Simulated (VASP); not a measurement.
GeCN2:

```xyz
4
Lattice="1.7938 1.0356 4.9220 -1.7938 1.0356 4.9220 0.0000 -2.0713 4.9220" Properties=species:S:1:pos:R:3 pbc="T T T"
Ge    0.0000    0.0000    0.0000
C     0.0000    0.0000    7.3829
N     0.0000    0.0000    6.1440
N     0.0000    0.0000    8.6219
```

Base run:

```yaml
Program: VASP 6.6.1
Functional: LDA
Potentials_or_basis: VASP PAW LDA potentials, release 64 (Ge_d, C, N)
Cutoff: 520 eV
k_mesh: 6 × 6 × 6
Occupations: gaussian, width 0.01 eV
Spin: no spin polarisation
```

Its results: band gap on the k mesh 0.87 eV, indirect (least direct gap 1.88 eV); pressure -6.4 GPa; largest force 0.188 eV/Å.

The run is repeated on the same cell with these changes: functional from LDA to RPBE; potentials or basis from VASP PAW LDA potentials, release 64 (Ge_d, C, N) to VASP PAW PBE potentials, release 64 (Ge_d, C, N). What comes out?

Band gap on the k mesh 1.17 eV, indirect (least direct gap 2.03 eV); pressure 3.1 GPa; largest force 0.255 eV/Å.

Caveats: the PAW data sets were made with another functional, which shifts forces and pressure a little (some runs).

A k mesh can miss the band edges.
